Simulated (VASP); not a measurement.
# TeP2 in VASP: a series of runs

Runs on TeP2. Level: PBE. Tasks: single point, relaxation of cell and atoms.

All numbers are computed with VASP 6.6.1; they aren't measurements. Logs are shortened: lines on timing, memory, paths and dates and some standing lists are left out, and cuts for length are marked.

**1. The cell of the first run**

The structure is tetragonal, space group I4/mmm (No. 139). Conventional cell: a = 3.294 Å, b = 3.294 Å, c = 12.133 Å, α = 90.00°, β = 90.00°, γ = 90.00°. Within 3.7 Å of Te (site symmetry 4/mmm) lie 2 P at 2.79 Å and 4 Te at 3.29 Å. Within 3.1 Å of P (site symmetry 4mm) lie 4 P at 2.38 Å and 1 Te at 2.79 Å.

The cell was generated, and may not be a known phase.

**2. Single point, PBE**

INCAR reads:

```
SYSTEM = TeP2
PREC = Accurate
ENCUT = 520
EDIFF = 1E-7
ISMEAR = 0
SIGMA = 0.1
LREAL = .False.
LASPH = .True.
NELM = 100
ALGO = Normal
ISIF = 2
LWAVE = .False.
LCHARG = .False.
GGA = PE
NBANDS = 15
```

KPOINTS reads:

```
regular mesh
0
Gamma
  14 14 14
  0 0 0
```

POSCAR reads:

```
TeP2
1.0
    0.0000000000      2.3293731732      6.0665911537
    2.3293623279      0.0000000000      6.0665911537
    2.3293623279      2.3293731732      0.0000000000
Te P
1 2
Direct
    0.5000000000      0.5000000000      0.5000000000
    0.2702425977      0.2702425977      0.7297574023
    0.7297574023      0.7297574023      0.2702425977
```

Potentials or basis: VASP PAW PBE potentials, release 64 (Te, P).

The run is started by

```bash
cat potpaw_PBE.64/Te/POTCAR potpaw_PBE.64/P/POTCAR > POTCAR
mpirun -np 1 vasp_std > vasp.out
```

OUTCAR:

```text
SYSTEM = TeP2
   PREC = Accurate
   ENCUT = 520
   EDIFF = 1E-7
   ISMEAR = 0
   LREAL = .False.
   LASPH = .True.
   NELM = 100
   ISIF = 2
   GGA = PE

 ion  position               nearest neighbor table
   1  0.500  0.500  0.500-   2 2.79   3 2.79
   2  0.270  0.270  0.730-   3 2.38   3 2.38   3 2.38   3 2.38   1 2.79
   3  0.730  0.730  0.270-   2 2.38   2 2.38   2 2.38   2 2.38   1 2.79

  LATTYP: Found a body centered tetragonal cell.
 ALAT       =     3.2942234646
 C/A-ratio  =     3.6831691711

  Lattice vectors:

 A1 = (  -2.3293623279,   0.0000000000,   6.0665911537)
 A2 = (   2.3293623279,   0.0000000000,   6.0665911537)
 A3 = (   0.0000000000,   2.3293731732,  -6.0665911537)

Analysis of symmetry for initial positions (statically):
=====================================================================
 Subroutine PRICEL returns:
 Original cell was already a primitive cell.

 Routine SETGRP: Setting up the symmetry group for a
 body centered tetragonal supercell.

 Subroutine GETGRP returns: Found 16 space group operations
 (whereof 16 operations were pure point group operations)
 out of a pool of 16 trial point group operations.

The static configuration has the point symmetry D_4h.

Analysis of symmetry for dynamics (positions and initial velocities):
=====================================================================
 Subroutine PRICEL returns:
 Original cell was already a primitive cell.

 Routine SETGRP: Setting up the symmetry group for a
 body centered tetragonal supercell.

 Subroutine GETGRP returns: Found 16 space group operations
 (whereof 16 operations were pure point group operations)
 out of a pool of 16 trial point group operations.

The dynamic configuration has the point symmetry D_4h.

 Subroutine INISYM returns: Found 16 space group operations
 (whereof 16 operations are pure point group operations),
 and found     1 'primitive' translations

----------------------------------------------------------------------------------------

                                     Primitive cell

  volume of cell :      65.8341

  direct lattice vectors                    reciprocal lattice vectors
     0.000000000  2.329373173  6.066591154    -0.214651020  0.214650021  0.082418608
     2.329362328  0.000000000  6.066591154     0.214651020 -0.214650021  0.082418608
     2.329362328  2.329373173  0.000000000     0.214651020  0.214650021 -0.082418608

  length of vectors
     6.498423471  6.498419583  3.294223465     0.314551298  0.314551298  0.314551298

  position of ions in fractional coordinates (direct lattice)
     0.500000000  0.500000000  0.500000000
     0.270242598  0.270242598  0.729757402
     0.729757402  0.729757402  0.270242598

[... 93 lines left out ...]
   EFERMI_NEDOS =   21; number of points for ismear=-14 and -15
   IALGO  =     38    algorithm
   IMIX   =      4    mixing-type and parameters
     AMIX     =   0.40;   BMIX     =  1.00
     AMIX_MAG =   1.60;   BMIX_MAG =  1.00
  volume/ion in A,a.u.               =      21.94       148.09
  Fermi-wavevector in a.u.,A,eV,Ry     =   1.021640  1.930620 14.201057  1.043748
  Thomas-Fermi vector in A             =   2.155276
   LORBIT       =      0    0 simple, 1 ext, 2 COOP (PROOUT), +10 PAW based schemes
   GGA     = PE    functional components
   LHFCALC =     F    Hartree Fock is set to
   AEXX    =    0.0000 exact exchange contribution
   IVDW    =     0    specifies the selected vdW correction
   LEPSILON=     F    determine dielectric tensor
   LRPA    =     F    only Hartree local field effects (RPA)
 non-spin polarized calculation
 Gauss-broadening in eV      SIGMA  =   0.10
  energy-cutoff  :      520.00
  volume of cell :       65.83
 maximum number of plane-waves:      1796
   NGX = 25   NGY = 25   NGZ = 13

 number of electron      15.9999999 magnetization

 Free energy of the ion-electron system (eV)
  ---------------------------------------------------
  ext. energy  EPLUGINS =         0.00000000
  ---------------------------------------------------
  free energy    TOTEN  =       -13.34150374 eV

  energy without entropy =      -13.33849723  energy(sigma->0) =      -13.34000048

 E-fermi :   7.1645     XC(G=0):  -9.9466

 val. band max:        7.1596650843   @ k =   0.3571   0.0000   0.1429
 cond. band min:       7.1665501076   @ k =  -0.1429  -0.0000   0.1429
 fundamental gap:      0.0068850234
 Fermi energy:         7.1644801987

 k-point     1 :       0.0000    0.0000    0.0000
  band No.  band energies     occupation
      1      -7.9923      2.00000
      2      -5.0797      2.00000
      3      -0.5957      2.00000
      4       3.7689      2.00000
      5       3.7690      2.00000
      6       4.6739      2.00000
      7       8.1240      0.00000
      8       8.2494      0.00000
      9       8.2494      0.00000
     10       8.5769      0.00000
     11       9.8274      0.00000
     12      13.5124      0.00000
     13      13.5669      0.00000
     14      13.6930      0.00000
[... 401 lines left out ...]
      2      -5.1596      2.00000
      3      -0.0223      2.00000
      4       1.8870      2.00000
      5       3.9915      2.00000
      6       5.8244      2.00000
      7       6.3022      2.00000
      8       6.6444      2.00000
      9       8.5491      0.00000
     10       9.9917      0.00000
     11      11.1170      0.00000
     12      12.1135      0.00000
     13      12.8448      0.00000
     14      14.2827      0.00000
     15      14.5595      0.00000

 [... further k-points ...]

------------------------ aborting loop because EDIFF is reached ----------------------------------------

  FORCE on cell =-STRESS in cart. coord.  units (eV):
  Direction    XX          YY          ZZ          XY          YZ          ZX
  --------------------------------------------------------------------------------------
  -------------------------------------------------------------------------------------
  Total       -0.0644506     -0.0644512     -0.0348922      0.0000000     -0.0000000      0.0000000
  in kB       -1.5685078     -1.5685224     -0.8491581      0.0000000     -0.0000000      0.0000000
  external PRESSURE =      -1.3287294 kB  Pullay stress =       0.0000000 kB

 VOLUME and BASIS-vectors are now :
 -----------------------------------------------------------------------------
  energy-cutoff  :      520.00
  volume of cell :       65.83
      direct lattice vectors                 reciprocal lattice vectors
     0.000000000  2.329373173  6.066591154    -0.214651020  0.214650021  0.082418608
     2.329362328  0.000000000  6.066591154     0.214651020 -0.214650021  0.082418608
     2.329362328  2.329373173  0.000000000     0.214651020  0.214650021 -0.082418608

 POSITION                                       TOTAL-FORCE (eV/Angst)
 -----------------------------------------------------------------------------------
      2.32936      2.32937      6.06659         0.000000      0.000000      0.000000
      2.32936      2.32937      3.27890         0.000000      0.000000     -0.006862
      2.32936      2.32937      8.85428         0.000000      0.000000      0.006862
 -----------------------------------------------------------------------------------
    total drift:                                0.000000     -0.000000      0.000000

  FREE ENERGIE OF THE ION-ELECTRON SYSTEM (eV)
  ---------------------------------------------------
  free  energy   TOTEN  =       -13.3415037370 eV

  energy  without entropy=      -13.3384972280  energy(sigma->0) =      -13.34000048
```

OSZICAR:

```text
N       E                     dE             d eps       ncg     rms          rms(c)
DAV:   1     0.549272375282E+02    0.54927E+02   -0.62800E+03  7320   0.896E+02
DAV:   2    -0.102504094226E+02   -0.65178E+02   -0.60176E+02  9906   0.142E+02
DAV:   3    -0.135201660632E+02   -0.32698E+01   -0.32388E+01  9588   0.339E+01
DAV:   4    -0.135592081274E+02   -0.39042E-01   -0.39023E-01  9448   0.443E+00
DAV:   5    -0.135600051687E+02   -0.79704E-03   -0.79700E-03  9883   0.604E-01    0.105E+01
DAV:   6    -0.133455675323E+02    0.21444E+00   -0.56007E-01  9803   0.448E+00    0.666E+00
DAV:   7    -0.133409302261E+02    0.46373E-02   -0.60913E-02  8699   0.154E+00    0.378E+00
DAV:   8    -0.133425691557E+02   -0.16389E-02   -0.15405E-02 10071   0.747E-01    0.759E-01
DAV:   9    -0.133413916712E+02    0.11775E-02   -0.19422E-03  9588   0.309E-01    0.239E-01
DAV:  10    -0.133415690937E+02   -0.17742E-03   -0.73863E-04  9448   0.147E-01    0.100E-01
DAV:  11    -0.133415020757E+02    0.67018E-04   -0.11576E-04  8895   0.745E-02    0.498E-02
DAV:  12    -0.133415033201E+02   -0.12444E-05   -0.27954E-05 10001   0.277E-02    0.170E-02
DAV:  13    -0.133415034556E+02   -0.13549E-06   -0.72006E-07  9007   0.546E-03    0.123E-02
DAV:  14    -0.133415036179E+02   -0.16235E-06   -0.43860E-08  6600   0.138E-03    0.523E-03
DAV:  15    -0.133415037410E+02   -0.12306E-06   -0.96890E-08  6828   0.213E-03    0.161E-03
DAV:  16    -0.133415037370E+02    0.39977E-08   -0.26350E-08  4654   0.931E-04
   1 F= -.13341504E+02 E0= -.13340000E+02  d E =-.300651E-02
```

stdout:

```text
POSCAR found type information on POSCAR TeP
 POSCAR found :  2 types and       3 ions
 scaLAPACK will be used
 LDA part: xc-table for (Slater+PW92), standard interpolation
 POSCAR, INCAR and KPOINTS ok, starting setup
 FFT: planning ... GRIDC
 FFT: planning ... GRID_SOFT
 FFT: planning ... GRID
 WAVECAR not read
 entering main loop
```

Wall time 3.7 min (1 thread of AMD EPYC 9R45 (Zen 5), shared host); peak memory 0.37 GiB.

Results:

| Item | Value |
| --- | --- |
| Free energy | -13.3415 eV |
| Pressure | -0.1 GPa |
| Largest force | 0.007 eV/Å |
| Band gap on the k mesh | zero (bands 8 and 9 overlap by 3.21 eV) |

Forces on the atoms (eV/Å):
```
Te   0.000  0.000  0.000
P    0.000  0.000 -0.007
P    0.000  0.000  0.007
```

Caveat: spin-orbit coupling is left out, which moves the levels of the heavy elements.

**3. Relaxation of cell and atoms, PBE**

This run uses another cell than the first one, of 21.51 Å³/atom.

INCAR reads:

```
SYSTEM = TeP2
ALGO = Normal ; EDIFF = 1E-6
EDIFFG = -0.01 ; ENCUT = 600
GGA = PE ; IBRION = 2
ISIF = 3 ; ISMEAR = 0
LASPH = .TRUE. ; LCHARG = .FALSE.
LREAL = .FALSE. ; LWAVE = .FALSE.
NELM = 100 ; NSW = 100
PREC = Accurate ; SIGMA = 0.1
```

KPOINTS reads:

```
k-points
0
G
  14 14 14
  0 0 0
```

POSCAR reads:

```
TeP2
1.0
    0.0000000000      2.4172605170      5.5710898953
    2.3956690797      0.0000000000      5.5710898953
    2.3956690797      2.4172605170      0.0000000000
Te P
1 2
Direct
    0.5000000000      0.5000000000      0.5000000000
    0.2565618503      0.2565618503      0.7434381497
    0.7434381497      0.7434381497      0.2565618503
```

Potentials or basis: VASP PAW PBE potentials, release 64 (Te, P).

The run is started by

```bash
cat potpaw_PBE.64/Te/POTCAR potpaw_PBE.64/P/POTCAR > POTCAR
mpirun -np 1 vasp_std > vasp.out
```

It took 29 min on 1 thread of AMD EPYC 9R45 (Zen 5), shared host; peak memory 0.57 GiB.

The run converged. Its results:

```
Free energy                           : -13.3416 eV
Relaxed volume                        : 21.91 Å³/atom
Relaxed cell                          : a = 6.493 Å, b = 6.493 Å, c = 3.293 Å, α = 75.31°, β = 75.31°, γ = 29.38°
Space group after relaxing (to 0.1 Å) : I4/mmm (No. 139)
Energy gained by relaxing             : 67.3 meV/atom
Ionic steps                           : 12
Pressure after relaxing               : 0.0 GPa
Largest force after relaxing          : 0.008 eV/Å
Band gap on the k mesh                : zero (bands 8 and 9 overlap by 3.22 eV)
```

Forces in eV/Å, atoms in the order of the input:
```
Te   0.000  0.000  0.000
P    0.000  0.000  0.008
P    0.000  0.000 -0.008
```

The path:
```
step  energy change (eV)  largest force (eV/Å)  pressure (GPa)  volume (Å³)
   1              0.0000                0.2277           -0.72        64.52
   2             -0.0792                0.5423            0.78        63.55
   3             -0.0801                0.5759            1.07        63.41
   4             -0.1174                0.5219            0.31        64.46
   5             -0.1779                0.3389           -1.93        67.22
   6             -0.1986                0.0477           -0.74        66.47
   7             -0.1992                0.0092           -0.49        66.32
   8             -0.1992                0.0159           -0.47        66.30
   9             -0.2011                0.0060           -0.25        66.01
  10             -0.2018                0.0061           -0.05        65.75
  11             -0.2018                0.0073           -0.04        65.73
  12             -0.2018                0.0079           -0.03        65.72
```

Final structure:
```cif
data_structure
_symmetry_space_group_name_H-M 'P 1'
_symmetry_Int_Tables_number 1
_cell_length_a 6.4928
_cell_length_b 6.4930
_cell_length_c 3.2929
_cell_angle_alpha 75.307
_cell_angle_beta 75.315
_cell_angle_gamma 29.379
_cell_volume 65.72
loop_
_atom_site_label
_atom_site_type_symbol
_atom_site_fract_x
_atom_site_fract_y
_atom_site_fract_z
_atom_site_occupancy
Te1 Te 0.50000 0.50000 0.50000 1
P1 P 0.27009 0.27009 0.72991 1
P2 P 0.72991 0.72991 0.27009 1
```

Levels at points of the mesh, in eV from the Fermi level:
| k point | band 6 | band 7 | band 8 | band 9 | band 10 | band 11 |
| --- | --- | --- | --- | --- | --- | --- |
| (0.00, 0.00, 0.00) | -2.50 | 0.97 | 1.09 | 1.09 | 1.42 | 2.65 |
| (0.50, 0.00, 0.00) | -2.40 | -0.53 | -0.45 | 1.76 | 2.52 | 2.56 |
| (0.50, 0.50, 0.00) | -3.46 | -2.31 | 1.45 | 1.45 | 2.57 | 3.94 |
| (0.50, 0.00, 0.50) | -3.81 | -3.40 | -3.19 | -0.60 | 2.06 | 3.06 |
| (0.00, 0.50, 0.50) | -3.80 | -3.40 | -3.19 | -0.60 | 2.06 | 3.06 |

Caveat: spin-orbit coupling is left out, which moves the levels of the heavy elements.
